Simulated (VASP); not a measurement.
# Bi (I4/mmm) in VASP: further runs

Runs on Bi. Level: LDA. Tasks: single point.

Program: VASP 6.6.1. These are calculated values, not measurements. Logs are shortened: lines on timing, memory, paths and dates and some standing lists are left out, and cuts for length are marked.

## 1. The cell of the first run

Symmetry: I4/mmm, No. 139, tetragonal system. The conventional cell has a = 8.515 Å, b = 8.515 Å, c = 2.790 Å, α = 90.00°, β = 90.00°, γ = 90.00°. Within 3.7 Å of Bi (site symmetry 4/mmm) lie 2 Bi at 2.79 Å.

## 2. Single point, LDA (strain +0.000 along x and y, -0.025 along z)

File INCAR:

```
PREC = Accurate ; ENCUT = 520
EDIFF = 1E-6 ; ISMEAR = 0
SIGMA = 0.05 ; LREAL = F
LASPH = T ; NELM = 100
ALGO = Fast ; ISIF = 2
LWAVE = F ; LCHARG = F
NBANDS = 14
```

File KPOINTS:

```
Automatic mesh
0
Gamma
  10 10 10
```

File POSCAR:

```
Bi
1.0
   -4.2574820000      4.2574820000      1.3947999000
    4.2574820000     -4.2574820000      1.3947999000
    4.2574820000      4.2574820000     -1.3947999000
Bi
1
Direct
    0.0000000000      0.0000000000      0.0000000000
```

Potentials or basis: VASP PAW LDA potentials, release 64 (Bi_d).

Run with:

```console
cat potpaw_LDA.64/Bi_d/POTCAR > POTCAR
mpirun -np 1 vasp_std > vasp.out
```

OUTCAR:

```text
PREC = Accurate
   ENCUT = 520
   EDIFF = 1E-6
   ISMEAR = 0
   LREAL = F
   LASPH = T
   NELM = 100
   ISIF = 2

 ion  position               nearest neighbor table
   1  0.000  0.000  0.000-

  LATTYP: Found a body centered tetragonal cell.
 ALAT       =     8.5149640000
 C/A-ratio  =     0.3276114614

  Lattice vectors:

 A1 = (  -4.2574820000,   4.2574820000,   1.3947999000)
 A2 = (   4.2574820000,  -4.2574820000,   1.3947999000)
 A3 = (   4.2574820000,   4.2574820000,  -1.3947999000)

Analysis of symmetry for initial positions (statically):
=====================================================================
 Subroutine PRICEL returns:
 Original cell was already a primitive cell.

 Routine SETGRP: Setting up the symmetry group for a
 body centered tetragonal supercell.

 Subroutine GETGRP returns: Found 16 space group operations
 (whereof 16 operations were pure point group operations)
 out of a pool of 16 trial point group operations.

The static configuration has the point symmetry D_4h.

Analysis of symmetry for dynamics (positions and initial velocities):
=====================================================================
 Subroutine PRICEL returns:
 Original cell was already a primitive cell.

 Routine SETGRP: Setting up the symmetry group for a
 body centered tetragonal supercell.

 Subroutine GETGRP returns: Found 16 space group operations
 (whereof 16 operations were pure point group operations)
 out of a pool of 16 trial point group operations.

The dynamic configuration has the point symmetry D_4h.

 Subroutine INISYM returns: Found 16 space group operations
 (whereof 16 operations are pure point group operations),
 and found     1 'primitive' translations

----------------------------------------------------------------------------------------

                                     Primitive cell

  volume of cell :     101.1294

  direct lattice vectors                    reciprocal lattice vectors
    -4.257482000  4.257482000  1.394799900     0.000000000  0.117440309  0.358474359
     4.257482000 -4.257482000  1.394799900     0.117440309  0.000000000  0.358474359
     4.257482000  4.257482000 -1.394799900     0.117440309  0.117440309  0.000000000

  length of vectors
     6.180434671  6.180434671  6.180434671     0.377221542  0.377221542  0.166085677

  position of ions in fractional coordinates (direct lattice)
     0.000000000  0.000000000  0.000000000

  ion indices of the primitive-cell ions
   primitive index   ion index
                 1           1

----------------------------------------------------------------------------------------

 KPOINTS: Automatic mesh

Automatic generation of k-mesh.
 Grid dimensions read from file:
 generate k-points for:   10   10   10

 Generating k-lattice:

  Cartesian coordinates                     Fractional coordinates (reciprocal lattice)
     0.000000000  0.011744031  0.035847436     0.100000000  0.000000000 -0.000000000
     0.011744031  0.000000000  0.035847436     0.000000000  0.100000000 -0.000000000
     0.011744031  0.011744031  0.000000000     0.000000000  0.000000000  0.100000000

  Length of vectors
     0.037722154  0.037722154  0.016608568

  Shift w.r.t. Gamma in fractional coordinates (k-lattice)
     0.000000000  0.000000000  0.000000000

 Subroutine IBZKPT returns following result:
 ===========================================

 Found    102 irreducible k-points:

 Following reciprocal coordinates:
            Coordinates               Weight
  0.000000  0.000000  0.000000      1.000000
  0.100000  0.000000  0.000000      8.000000
  0.200000  0.000000  0.000000      8.000000
  0.300000  0.000000  0.000000      8.000000
  0.400000  0.000000 -0.000000      8.000000
  0.500000 -0.000000  0.000000      4.000000
[... 16 lines left out ...]
  0.300000  0.300000  0.000000      8.000000
  0.400000  0.300000  0.000000     16.000000
 [... further k-points ...]
   k-points           NKPTS =    102   k-points in BZ     NKDIM =    102   number of bands    NBANDS=     14
   number of dos      NEDOS =    301   number of ions     NIONS =      1
   total plane-waves  NPLWV = 110592
   dimension x,y,z NGX =    48 NGY =   48 NGZ =   48
   dimension x,y,z NGXF=    96 NGYF=   96 NGZF=   96
   ions per type =               1
   NGX,Y,Z   is equivalent  to a cutoff of  12.91, 12.91, 12.91 a.u.
   NGXF,Y,Z  is equivalent  to a cutoff of  25.82, 25.82, 25.82 a.u.
 SYSTEM =  unknown system
   PREC   = accura    normal or accurate (medium, high low for compatibility)
   ISTART =      0    job   : 0-new  1-cont  2-samecut
   ICHARG =      2    charge: 1-file 2-atom 10-const
   ISPIN  =      1    spin polarized calculation?
   LNONCOLLINEAR =      F non collinear calculations
   LSORBIT =      F    spin-orbit coupling
   LASPH  =      T    aspherical Exc in radial PAW
   ENCUT  =  520.0 eV  38.22 Ry    6.18 a.u.  11.49 11.49 11.49*2*pi/ulx,y,z
   NELM   =    100;   NELMIN=  2; NELMDL= -5     # of ELM steps
   EDIFF  = 0.1E-05   stopping-criterion for ELM
   LREAL  =      F    real-space projection
   EDIFFG = 0.1E-04   stopping-criterion for IOM
   NSW    =      0    number of steps for IOM
   IBRION =     -1    ionic relax: 0-MD 1-quasi-New 2-CG
   NFREE  =      0    steps in history (QN), initial steepest desc. (CG)
   ISIF   =      2    stress and relaxation
   ISYM   =      2    0-nonsym 1-usesym 2-fastsym
   POTIM  = 0.5000    time-step for ionic-motion
   TEBEG  =    0.0;   TEEND  =   0.0 temperature during run
   PSTRESS=    0.0 pullay stress
   NELECT =      15.0000    total number of electrons
   NUPDOWN=      -1.0000    fix difference up-down
   EMIN   =  10.00;   EMAX   =-10.00  energy-range for DOS
   EFERMI =   0.00;   METHOD = LEGACY
   ISMEAR =     0;   SIGMA  =   0.05  broadening in eV -4-tet -1-fermi 0-gaus
   EFERMI_NEDOS =   21; number of points for ismear=-14 and -15
   IALGO  =     68    algorithm
   IMIX   =      4    mixing-type and parameters
     AMIX     =   0.40;   BMIX     =  1.00
     AMIX_MAG =   1.60;   BMIX_MAG =  1.00
  volume/ion in A,a.u.               =     101.13       682.46
  Fermi-wavevector in a.u.,A,eV,Ry     =   0.866588  1.637614 10.217635  0.750975
  Thomas-Fermi vector in A             =   1.984999
   LORBIT       =      0    0 simple, 1 ext, 2 COOP (PROOUT), +10 PAW based schemes
   GGA     = CA    functional components
   LHFCALC =     F    Hartree Fock is set to
   AEXX    =    0.0000 exact exchange contribution
   IVDW    =     0    specifies the selected vdW correction
   LEPSILON=     F    determine dielectric tensor
   LRPA    =     F    only Hartree local field effects (RPA)
 non-spin polarized calculation
 RMM-DIIS sequential band-by-band and
 Gauss-broadening in eV      SIGMA  =   0.05
  energy-cutoff  :      520.00
  volume of cell :      101.13
 maximum number of plane-waves:      2749
 NGX is ok and might be reduce to    48
   NGX = 23   NGY = 23   NGZ = 23

 number of electron      15.0000006 magnetization

 Free energy of the ion-electron system (eV)
  ---------------------------------------------------
  ext. energy  EPLUGINS =         0.00000000
  ---------------------------------------------------
  free energy    TOTEN  =        -3.07423313 eV

  energy without entropy =       -3.07191702  energy(sigma->0) =       -3.07307508

 E-fermi :  -1.0165     XC(G=0):  -5.2497

 val. band max:       -1.0280930835   @ k =  -0.1000   0.4000   0.1000
 cond. band min:      -1.0042209475   @ k =  -0.1000   0.4000   0.1000
 fundamental gap:      0.0238721360
 Fermi energy:        -1.0165471397

 k-point     1 :       0.0000    0.0000    0.0000
  band No.  band energies     occupation
      1     -24.6510      2.00000
      2     -23.8286      2.00000
      3     -23.8284      2.00000
      4     -23.7324      2.00000
      5     -23.7324      2.00000
      6     -13.2995      2.00000
      7      -2.7613      2.00000
      8      -2.7613      2.00000
      9       1.5339      0.00000
     10       3.3451      0.00000
     11       5.9915      0.00000
     12       6.6228      0.00000
     13       6.6228      0.00000
     14       7.6547      0.00000

 k-point     2 :       0.1000    0.0000    0.0000
  band No.  band energies     occupation
      1     -24.5461      2.00000
      2     -23.8243      2.00000
      3     -23.8242      2.00000
      4     -23.7716      2.00000
      5     -23.7716      2.00000
      6     -13.1073      2.00000
      7      -2.5391      2.00000
      8      -2.5371      2.00000
      9       1.7648      0.00000
     10       3.5587      0.00000
     11       5.9175      0.00000
     12       6.1064      0.00000
     13       6.8509      0.00000
     14       6.8623      0.00000

 k-point     3 :       0.2000    0.0000    0.0000
  band No.  band energies     occupation
      1     -24.2688      2.00000
      2     -23.8727      2.00000
      3     -23.8727      2.00000
      4     -23.8132      2.00000
      5     -23.8130      2.00000
      6     -12.5165      2.00000
      7      -1.9002      2.00000
      8      -1.8926      2.00000
      9       2.3702      0.00000
     10       2.6476      0.00000
     11       4.1995      0.00000
     12       5.9896      0.00000
     13       7.4751      0.00000
     14       7.5156      0.00000

 k-point     4 :       0.3000    0.0000    0.0000
  band No.  band energies     occupation
      1     -23.9950      2.00000
      2     -23.9950      2.00000
      3     -23.9210      2.00000
      4     -23.7994      2.00000
      5     -23.7991      2.00000
      6     -11.5027      2.00000
      7      -0.9417      0.03427
      8      -0.9153      0.00417
      9      -0.8973      0.00074
     10       3.6147      0.00000
     11       5.2485      0.00000
     12       6.4043      0.00000
     13       8.0265      0.00000
     14       8.1162      0.00000

 k-point     5 :       0.4000    0.0000   -0.0000
  band No.  band energies     occupation
      1     -24.0918      2.00000
      2     -24.0918      2.00000
      3     -23.7882      2.00000
      4     -23.7879      2.00000
      5     -23.6362      2.00000
      6     -10.1269      2.00000
      7      -3.8657      2.00000
      8       0.1769      0.00000
      9       0.1917      0.00000
     10       5.0242      0.00000
     11       5.9230      0.00000
[... 276 lines left out ...]
 k-point    22 :      -0.2000    0.2000    0.0000
  band No.  band energies     occupation
      1     -24.6510      2.00000
      2     -23.8286      2.00000
      3     -23.8284      2.00000
      4     -23.7324      2.00000
      5     -23.7324      2.00000
      6     -13.2970      2.00000
      7      -2.8898      2.00000
      8      -2.7499      2.00000
      9       1.8658      0.00000
     10       3.5697      0.00000
     11       5.1966      0.00000
     12       5.7925      0.00000
     13       7.8369      0.00000
     14       8.2795      0.00000

 k-point    23 :       0.3000    0.3000    0.0000
  band No.  band energies     occupation
      1     -24.0919      2.00000
      2     -24.0918      2.00000
      3     -23.7882      2.00000
      4     -23.7879      2.00000
      5     -23.6362      2.00000
      6     -10.1228      2.00000
      7      -3.8712      2.00000
      8       0.0097      0.00000
      9       0.2069      0.00000
     10       5.6693      0.00000
     11       5.7749      0.00000
     12       6.5350      0.00000
     13       6.6923      0.00000
     14       8.6803      0.00000

 k-point    24 :       0.4000    0.3000    0.0000
  band No.  band energies     occupation
      1     -23.9950      2.00000
      2     -23.9950      2.00000
      3     -23.9210      2.00000
      4     -23.7994      2.00000
      5     -23.7991      2.00000
      6     -11.4972      2.00000
      7      -1.1815      2.00000
      8      -0.9236      0.00859
      9      -0.8860      0.00022
     10       4.4837      0.00000
     11       5.1533      0.00000
     12       6.3625      0.00000
     13       7.7778      0.00000
     14       8.1807      0.00000

 [... further k-points ...]

------------------------ aborting loop because EDIFF is reached ----------------------------------------

  FORCE on cell =-STRESS in cart. coord.  units (eV):
  Direction    XX          YY          ZZ          XY          YZ          ZX
  --------------------------------------------------------------------------------------
  -------------------------------------------------------------------------------------
  Total       -0.2537354     -0.2537354     -0.6525733      0.0000000      0.0000000      0.0000000
  in kB       -4.0198889     -4.0198889    -10.3386153      0.0000000      0.0000000      0.0000000
  external PRESSURE =      -6.1261310 kB  Pullay stress =       0.0000000 kB

 VOLUME and BASIS-vectors are now :
 -----------------------------------------------------------------------------
  energy-cutoff  :      520.00
  volume of cell :      101.13
      direct lattice vectors                 reciprocal lattice vectors
    -4.257482000  4.257482000  1.394799900     0.000000000  0.117440309  0.358474359
     4.257482000 -4.257482000  1.394799900     0.117440309  0.000000000  0.358474359
     4.257482000  4.257482000 -1.394799900     0.117440309  0.117440309  0.000000000

 POSITION                                       TOTAL-FORCE (eV/Angst)
 -----------------------------------------------------------------------------------
      0.00000      0.00000      0.00000         0.000000     -0.000000      0.000000
 -----------------------------------------------------------------------------------
    total drift:                               -0.000000      0.000000      0.000000

  FREE ENERGIE OF THE ION-ELECTRON SYSTEM (eV)
  ---------------------------------------------------
  free  energy   TOTEN  =        -3.0742331311 eV

  energy  without entropy=       -3.0719170234  energy(sigma->0) =       -3.07307508
```

It took 6.4 min on 1 thread of Intel Xeon 8259CL, shared host; peak memory 0.32 GiB.

Results:

```
Free energy            : -3.0742 eV
Pressure               : -0.6 GPa
Band gap on the k mesh : zero (an odd number of electrons rules out a gap without spin polarisation)
```

Caveat: the cell differs from its parent crystal (strain +0.000 along x and y, -0.025 along z); spin-orbit coupling is left out, which moves the levels of the heavy elements.

## 3. Single point, LDA (strain -0.025 along x and y, +0.050 along z)

File INCAR:

```
PREC = Accurate ; ENCUT = 520
EDIFF = 1E-7 ; ISMEAR = 0
SIGMA = 0.05 ; LREAL = False
LASPH = True ; NELM = 100
ALGO = Fast ; ISIF = 2
LWAVE = False ; LCHARG = True
GGA = CA ; LELF = True
LVHAR = True ; NBANDS = 14
```

KPOINTS is that of step 2.

File POSCAR:

```
Bi
1.0
   -4.1510449500      4.1510449500      1.5020922000
    4.1510449500     -4.1510449500      1.5020922000
    4.1510449500      4.1510449500     -1.5020922000
Bi
1
Direct
    0.0000000000      0.0000000000      0.0000000000
```

Potentials or basis: VASP PAW LDA potentials, release 64 (Bi_d).

Run with:

```console
cat potpaw_LDA.64/Bi_d/POTCAR > POTCAR
mpirun -np 1 vasp_std > vasp.out
```

Wall time 8.2 min (1 thread of Intel Xeon 8259CL, shared host); peak memory 0.33 GiB.

The run converged. Its results:

* Free energy: -2.9979 eV
* Pressure: -1.2 GPa
* Band gap on the k mesh: zero (an odd number of electrons rules out a gap without spin polarisation)

Stress tensor (GPa, compression positive):
```
-0.25  0.00  0.00
 0.00 -0.25  0.00
 0.00  0.00 -3.06
```

Levels at points of the mesh, in eV from the Fermi level:
```tsv
k point	band 5	band 6	band 7	band 8	band 9	band 10	band 11	band 12
(0.00, 0.00, 0.00)	-22.25	-11.30	-1.04	-1.04	2.72	4.61	7.51	7.54
(0.50, 0.00, 0.00)	-22.09	-8.41	-3.19	1.54	1.55	5.79	6.07	7.87
(0.50, 0.50, 0.00)	-22.25	-11.28	-1.52	-1.00	3.85	5.12	5.92	7.49
(0.50, 0.50, 0.50)	-22.25	-11.27	-1.44	-1.44	3.85	6.71	6.71	7.44
```

Caveat: the cell differs from its parent crystal (strain -0.025 along x and y, +0.050 along z); spin-orbit coupling is left out, which moves the levels of the heavy elements.

[end of part 1 of 2]

The gap in the log of VASP goes by the Fermi energy; the results here count the filled bands.